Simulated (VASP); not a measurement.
# BaTiO3 (P1) in VASP: a series of runs, part 2 of 3

VASP 6.6.1.

**3. Single point, PBEsol+D4**

Contents of INCAR:

```
SYSTEM = BaTiO3
  PREC = Accurate
  ENCUT = 520
  EDIFF = 1E-6
  ISMEAR = 0
  SIGMA = 0.01
  LREAL = .FALSE.
  LASPH = .TRUE.
  NELM = 100
  ALGO = Normal
  ISIF = 2
  LWAVE = .FALSE.
  LCHARG = .TRUE.
  GGA = PS
  IVDW = 13
  LELF = .TRUE.
  LVHAR = .TRUE.
  NBANDS = 28
```

Contents of KPOINTS:

```
regular mesh
0
G
  4 4 4
  0 0 0
```

Contents of POSCAR:

```
BaTiO3
1.0
    2.8574700000      1.5884900000      2.3664400000
   -2.7608700000      1.5870200000      2.2496700000
    0.0470200000     -3.3027700000      2.3976500000
Ba Ti O
1 1 3
Direct
    0.9816000000      0.0107500000      0.9878300000
    0.4853090956      0.4888300031      0.5072922787
    0.5041000000      0.4895800000      0.0208700000
    0.0283200000      0.5017200000      0.5090800000
    0.5217800000      0.0261100000      0.4997500000
```

Potentials or basis: VASP PAW PBE potentials, release 64 (Ba_sv, Ti_sv, O).

Launch:

```console
$ cat potpaw_PBE.64/Ba_sv/POTCAR potpaw_PBE.64/Ti_sv/POTCAR potpaw_PBE.64/O/POTCAR > POTCAR
$ mpirun -np 1 vasp_std > vasp.out
```

OUTCAR:

```text
SYSTEM = BaTiO3
   PREC = Accurate
   ENCUT = 520
   EDIFF = 1E-6
   ISMEAR = 0
   LREAL = .FALSE.
   LASPH = .TRUE.
   NELM = 100
   ISIF = 2
   GGA = PS
   IVDW = 13

 ion  position               nearest neighbor table
   1  0.982  0.011  0.988-   3 2.69   4 2.74   5 2.75   5 2.77   4 2.79   3 2.80   3 2.82   4 2.87
                             5 2.90   4 2.92   3 2.94   5 3.07   2 3.34   2 3.41   2 3.42   2 3.45
   2  0.485  0.489  0.507-   5 1.81   4 1.84   3 1.98   5 2.10   3 2.10   4 2.19   1 3.34   1 3.41
                             1 3.42   1 3.45   1 3.50   1 3.51   1 3.52   1 3.62
   3  0.504  0.490  0.021-   2 1.98   2 2.10   1 2.69   1 2.80   1 2.82   1 2.94
   4  0.028  0.502  0.509-   2 1.84   2 2.19   1 2.74   1 2.79   1 2.87   1 2.92
   5  0.522  0.026  0.500-   2 1.81   2 2.10   1 2.75   1 2.77   1 2.90   1 3.07

  LATTYP: Found a triclinic cell.
 ALAT       =     7.0163844785
 B/A-ratio  =     1.3153365365
 C/A-ratio  =     0.5556965619
 COS(alpha) =     0.0000182729
 COS(beta)  =     0.5548965545
 COS(gamma) =     0.7921277550

  Lattice vectors:

 A1 = (  -0.1436200000,   0.1272600000,  -7.0137600000)
 A2 = (  -2.9515100000,   5.0170500000,  -7.1617400000)
 A3 = (   2.7608700000,  -1.5870200000,  -2.2496700000)

Analysis of symmetry for initial positions (statically):
=====================================================================
 Subroutine PRICEL returns:
 Original cell was already a primitive cell.

 Routine SETGRP: Setting up the symmetry group for a
 triclinic supercell.

 Subroutine GETGRP returns: Found  1 space group operations
 (whereof  1 operations were pure point group operations)
 out of a pool of  2 trial point group operations.

The static configuration has the point symmetry C_1 .

Analysis of symmetry for dynamics (positions and initial velocities):
=====================================================================
 Subroutine PRICEL returns:
 Original cell was already a primitive cell.

[... 135 lines left out ...]
  Fermi-wavevector in a.u.,A,eV,Ry     =   1.398321  2.642444 26.603499  1.955302
  Thomas-Fermi vector in A             =   2.521491
   LORBIT       =      0    0 simple, 1 ext, 2 COOP (PROOUT), +10 PAW based schemes
   GGA     = PS    functional components
   LHFCALC =     F    Hartree Fock is set to
   AEXX    =    0.0000 exact exchange contribution
   IVDW    =    13    specifies the selected vdW correction
   LEPSILON=     F    determine dielectric tensor
   LRPA    =     F    only Hartree local field effects (RPA)
 non-spin polarized calculation
 Gauss-broadening in eV      SIGMA  =   0.01
  energy-cutoff  :      520.00
  volume of cell :       64.19
 maximum number of plane-waves:      1744
   NGX = 15   NGY = 15   NGZ = 15

 number of electron      39.9999996 magnetization

 Free energy of the ion-electron system (eV)
  ---------------------------------------------------
  ext. energy  EPLUGINS =         0.00000000
  ---------------------------------------------------
  free energy    TOTEN  =       -41.79114219 eV

  energy without entropy =      -41.79114219  energy(sigma->0) =      -41.79114219

 E-fermi :   3.7996     XC(G=0): -11.4848

 val. band max:        3.7173244013   @ k =   0.5000   0.5000   0.5000
 cond. band min:       5.7377509556   @ k =   0.0000   0.0000   0.0000
 fundamental gap:      2.0204265542
 Fermi energy:         3.7996442872

 k-point     1 :       0.0000    0.0000    0.0000
  band No.  band energies     occupation
      1     -52.4151      2.00000
      2     -28.8323      2.00000
      3     -28.8074      2.00000
      4     -28.7349      2.00000
      5     -21.1134      2.00000
      6     -13.1925      2.00000
[... 733 lines left out ...]
     27      11.1592      0.00000
     28      11.7711      0.00000

 [... further k-points ...]

------------------------ aborting loop because EDIFF is reached ----------------------------------------

  DFT-D4 for vdW energy calculation

  Edisp (eV):   -0.62390

  FORCE on cell =-STRESS in cart. coord.  units (eV):
  Direction    XX          YY          ZZ          XY          YZ          ZX
  --------------------------------------------------------------------------------------
  -------------------------------------------------------------------------------------
  Total       1.38354     0.32209    -1.04162     0.02368     1.90380    -1.42248
  in kB      34.53343     8.03941   -25.99891     0.59100    47.51900   -35.50528
  external pressure =        5.52 kB  Pullay stress =        0.00 kB

 VOLUME and BASIS-vectors are now :
 -----------------------------------------------------------------------------
  energy-cutoff  :      520.00
  volume of cell :       64.19
      direct lattice vectors                 reciprocal lattice vectors
     2.857470000  1.588490000  2.366440000     0.175032806  0.104773892  0.140893802
    -2.760870000  1.587020000  2.249670000    -0.181095935  0.105000775  0.148190328
     0.047020000 -3.302770000  2.397650000    -0.002835502 -0.201930316  0.138971049

 POSITION                                       TOTAL-FORCE (eV/Angst)
 -----------------------------------------------------------------------------------
      2.82166     -1.68625      4.71555         0.500244     -0.376804      0.310248
      0.06101     -0.12878      3.46447        -0.547316      0.550858     -0.270026
      0.08977      1.50880      2.34435        -0.349594      0.759998      0.205524
     -1.28032     -0.84015      2.41632        -0.512647     -0.128136      0.164366
      1.44238     -0.78028      2.49173         0.909313     -0.805917     -0.410112
 -----------------------------------------------------------------------------------
    total drift:                                0.000360      0.000032      0.000494

  FREE ENERGIE OF THE ION-ELECTRON SYSTEM (eV)
  ---------------------------------------------------
  free  energy   TOTEN  =       -42.4150401454 eV

  energy  without entropy=      -42.4150401454  energy(sigma->0) =      -42.41504015
```

stdout:

```text
POSCAR found type information on POSCAR BaTiO
 POSCAR found :  3 types and       5 ions
 scaLAPACK will be used
 -----------------------------------------------------------------------------
|                                                                             |
|                                                                             |
|     You enforced a specific xc type in the INCAR file but a different       |
|     I HOPE YOU KNOW WHAT YOU ARE DOING!                                     |
|                                                                             |
 -----------------------------------------------------------------------------

 LDA part: xc-table for (Slater+PW92), standard interpolation
 POSCAR, INCAR and KPOINTS ok, starting setup
 FFT: planning ... GRIDC
 FFT: planning ... GRID_SOFT
 FFT: planning ... GRID
 WAVECAR not read
 entering main loop
```

Run time: 81 s. Hardware: 1 thread of Intel Xeon 8259CL, shared host; peak memory 0.21 GiB.

Results:

```yaml
Free_energy: -42.4150 eV
Pressure: 0.6 GPa
Largest_force: 1.282 eV/Å
Band_gap_on_the_k_mesh: 2.02 eV (least direct gap 2.31 eV)
Dispersion_energy_per_atom: -0.125 eV
```

Forces on the atoms (eV/Å):
```
Ba   0.500 -0.377  0.310
Ti  -0.547  0.551 -0.270
O   -0.350  0.760  0.206
O   -0.513 -0.128  0.164
O    0.909 -0.806 -0.410
```

Stress tensor (GPa, compression positive):
```
 3.45  0.06 -3.55
 0.06  0.80  4.75
-3.55  4.75 -2.60
```

Caveat: the PAW data sets were made with another functional, which shifts forces and pressure a little; spin-orbit coupling is left out, which moves the levels of the heavy elements. A k mesh can miss the band edges.

**4. Single point, PBEsol+D4**

Contents of INCAR:

```
SYSTEM = BaTiO3
  PREC = Accurate
  ENCUT = 520
  EDIFF = 1E-6
  ISMEAR = 0
  SIGMA = 0.01
  LREAL = .FALSE.
  LASPH = .TRUE.
  NELM = 80
  ALGO = Normal
  ISIF = 2
  LWAVE = .FALSE.
  LCHARG = .FALSE.
  GGA = PS
  IVDW = 13
  NBANDS = 28
```

KPOINTS is that of step 3.

POSCAR, as its differences from that of step 3:

```diff
@@ -9,3 +9,3 @@
     0.9816000000      0.0107500000      0.9878300000
-    0.4853090956      0.4888300031      0.5072922787
+    0.4865663823      0.4900900124      0.5048691149
     0.5041000000      0.4895800000      0.0208700000
```

Potentials or basis: VASP PAW PBE potentials, release 64 (Ba_sv, Ti_sv, O).

Launch:

```console
$ cat potpaw_PBE.64/Ba_sv/POTCAR potpaw_PBE.64/Ti_sv/POTCAR potpaw_PBE.64/O/POTCAR > POTCAR
$ mpirun -np 1 vasp_std > vasp.out
```

OUTCAR:

```text
SYSTEM = BaTiO3
   PREC = Accurate
   ENCUT = 520
   EDIFF = 1E-6
   ISMEAR = 0
   LREAL = .FALSE.
   LASPH = .TRUE.
   NELM = 80
   ISIF = 2
   GGA = PS
   IVDW = 13

 ion  position               nearest neighbor table
   1  0.982  0.011  0.988-   3 2.69   4 2.74   5 2.75   5 2.77   4 2.79   3 2.80   3 2.82   4 2.87
                             5 2.90   4 2.92   3 2.94   5 3.07   2 3.35   2 3.41   2 3.42   2 3.45
   2  0.487  0.490  0.505-   5 1.82   4 1.85   3 1.97   5 2.09   3 2.11   4 2.19   1 3.35   1 3.41
                             1 3.42   1 3.45   1 3.50   1 3.50   1 3.52   1 3.61
   3  0.504  0.490  0.021-   2 1.97   2 2.11   1 2.69   1 2.80   1 2.82   1 2.94
   4  0.028  0.502  0.509-   2 1.85   2 2.19   1 2.74   1 2.79   1 2.87   1 2.92
   5  0.522  0.026  0.500-   2 1.82   2 2.09   1 2.75   1 2.77   1 2.90   1 3.07

  LATTYP: Found a triclinic cell.
 ALAT       =     7.0163844785
 B/A-ratio  =     1.3153365365
 C/A-ratio  =     0.5556965619
 COS(alpha) =     0.0000182729
 COS(beta)  =     0.5548965545
 COS(gamma) =     0.7921277550

  Lattice vectors:

 A1 = (  -0.1436200000,   0.1272600000,  -7.0137600000)
 A2 = (  -2.9515100000,   5.0170500000,  -7.1617400000)
 A3 = (   2.7608700000,  -1.5870200000,  -2.2496700000)

Analysis of symmetry for initial positions (statically):
=====================================================================
 Subroutine PRICEL returns:
 Original cell was already a primitive cell.

 Routine SETGRP: Setting up the symmetry group for a
 triclinic supercell.

 Subroutine GETGRP returns: Found  1 space group operations
 (whereof  1 operations were pure point group operations)
 out of a pool of  2 trial point group operations.

The static configuration has the point symmetry C_1 .

Analysis of symmetry for dynamics (positions and initial velocities):
=====================================================================
 Subroutine PRICEL returns:
 Original cell was already a primitive cell.

[... 135 lines left out ...]
  Fermi-wavevector in a.u.,A,eV,Ry     =   1.398321  2.642444 26.603499  1.955302
  Thomas-Fermi vector in A             =   2.521491
   LORBIT       =      0    0 simple, 1 ext, 2 COOP (PROOUT), +10 PAW based schemes
   GGA     = PS    functional components
   LHFCALC =     F    Hartree Fock is set to
   AEXX    =    0.0000 exact exchange contribution
   IVDW    =    13    specifies the selected vdW correction
   LEPSILON=     F    determine dielectric tensor
   LRPA    =     F    only Hartree local field effects (RPA)
 non-spin polarized calculation
 Gauss-broadening in eV      SIGMA  =   0.01
  energy-cutoff  :      520.00
  volume of cell :       64.19
 maximum number of plane-waves:      1744
   NGX = 15   NGY = 15   NGZ = 15

 number of electron      39.9999998 magnetization

 Free energy of the ion-electron system (eV)
  ---------------------------------------------------
  ext. energy  EPLUGINS =         0.00000000
  ---------------------------------------------------
  free energy    TOTEN  =       -41.79756789 eV

  energy without entropy =      -41.79756789  energy(sigma->0) =      -41.79756789

 E-fermi :   3.8008     XC(G=0): -11.4854

 val. band max:        3.7125614977   @ k =   0.5000   0.5000   0.5000
 cond. band min:       5.7228081316   @ k =   0.0000   0.0000   0.0000
 fundamental gap:      2.0102466339
 Fermi energy:         3.8008449062

 k-point     1 :       0.0000    0.0000    0.0000
  band No.  band energies     occupation
      1     -52.4249      2.00000
      2     -28.8372      2.00000
      3     -28.8131      2.00000
      4     -28.7474      2.00000
      5     -21.1115      2.00000
      6     -13.1905      2.00000
[... 733 lines left out ...]
     27      11.1636      0.00000
     28      11.7717      0.00000

 [... further k-points ...]

------------------------ aborting loop because EDIFF is reached ----------------------------------------

  DFT-D4 for vdW energy calculation

  Edisp (eV):   -0.62387

  FORCE on cell =-STRESS in cart. coord.  units (eV):
  Direction    XX          YY          ZZ          XY          YZ          ZX
  --------------------------------------------------------------------------------------
  -------------------------------------------------------------------------------------
  Total       1.28839     0.31389    -1.09269     0.01529     1.82585    -1.42849
  in kB      32.15851     7.83479   -27.27365     0.38160    45.57358   -35.65523
  external pressure =        4.24 kB  Pullay stress =        0.00 kB

 VOLUME and BASIS-vectors are now :
 -----------------------------------------------------------------------------
  energy-cutoff  :      520.00
  volume of cell :       64.19
      direct lattice vectors                 reciprocal lattice vectors
     2.857470000  1.588490000  2.366440000     0.175032806  0.104773892  0.140893802
    -2.760870000  1.587020000  2.249670000    -0.181095935  0.105000775  0.148190328
     0.047020000 -3.302770000  2.397650000    -0.002835502 -0.201930316  0.138971049

 POSITION                                       TOTAL-FORCE (eV/Angst)
 -----------------------------------------------------------------------------------
      2.82166     -1.68625      4.71555         0.505039     -0.328841      0.311657
      0.06101     -0.11678      3.46447        -0.548812      0.514349     -0.345536
      0.08977      1.50880      2.34435        -0.346304      0.721744      0.248026
     -1.28032     -0.84015      2.41632        -0.505514     -0.112479      0.176236
      1.44238     -0.78028      2.49173         0.895592     -0.794772     -0.390383
 -----------------------------------------------------------------------------------
    total drift:                                0.000361      0.000353      0.000316

  FREE ENERGIE OF THE ION-ELECTRON SYSTEM (eV)
  ---------------------------------------------------
  free  energy   TOTEN  =       -42.4214395412 eV

  energy  without entropy=      -42.4214395412  energy(sigma->0) =      -42.42143954
```

OSZICAR:

```text
N       E                     dE             d eps       ncg     rms          rms(c)
DAV:   1     0.435908883253E+03    0.43591E+03   -0.20771E+04  2016   0.155E+03
DAV:   2    -0.518531286385E+00   -0.43643E+03   -0.41408E+03  2180   0.431E+02
DAV:   3    -0.494809315994E+02   -0.48962E+02   -0.48459E+02  2848   0.139E+02
DAV:   4    -0.517500280156E+02   -0.22691E+01   -0.22640E+01  2992   0.262E+01
DAV:   5    -0.518082112284E+02   -0.58183E-01   -0.58172E-01  2752   0.348E+00    0.239E+01
DAV:   6    -0.419688512615E+02    0.98394E+01   -0.51533E+01  3004   0.675E+01    0.998E+00
DAV:   7    -0.419614747089E+02    0.73766E-02   -0.98567E+00  2784   0.228E+01    0.732E+00
DAV:   8    -0.417892457411E+02    0.17223E+00   -0.79866E-01  2484   0.872E+00    0.288E+00
DAV:   9    -0.418157160080E+02   -0.26470E-01   -0.21564E-01  2800   0.316E+00    0.127E+00
DAV:  10    -0.417979423821E+02    0.17774E-01   -0.99020E-02  2496   0.329E+00    0.244E-01
DAV:  11    -0.417975843651E+02    0.35802E-03   -0.33896E-03  2508   0.466E-01    0.634E-02
DAV:  12    -0.417975902326E+02   -0.58675E-05   -0.18814E-04  2468   0.103E-01    0.376E-02
DAV:  13    -0.417975673057E+02    0.22927E-04   -0.18622E-04  2560   0.140E-01    0.137E-02
DAV:  14    -0.417975679027E+02   -0.59694E-06   -0.18315E-05  2464   0.324E-02    0.536E-03
DAV:  15    -0.417975678866E+02    0.16034E-07   -0.23783E-06  1864   0.140E-02
   1 F= -.42421440E+02 E0= -.42421440E+02  d E =-.124884E-37
```

Run time: 1.7 min. Hardware: 1 thread of Intel Xeon 8259CL, shared host; peak memory 0.21 GiB.

Results:

```yaml
Free_energy: -42.4214 eV
Pressure: 0.4 GPa
Largest_force: 1.259 eV/Å
Band_gap_on_the_k_mesh: 2.01 eV (least direct gap 2.29 eV)
Dispersion_energy_per_atom: -0.125 eV
```

Forces on the atoms (eV/Å):
```
Ba   0.505 -0.329  0.312
Ti  -0.549  0.514 -0.346
O   -0.346  0.722  0.248
O   -0.506 -0.112  0.176
O    0.896 -0.795 -0.390
```

Stress tensor (GPa, compression positive):
```
 3.22  0.04 -3.57
 0.04  0.78  4.56
-3.57  4.56 -2.73
```

Caveat: the PAW data sets were made with another functional, which shifts forces and pressure a little; spin-orbit coupling is left out, which moves the levels of the heavy elements. A k mesh can miss the band edges.

(Part 2 of 3 ends here.)
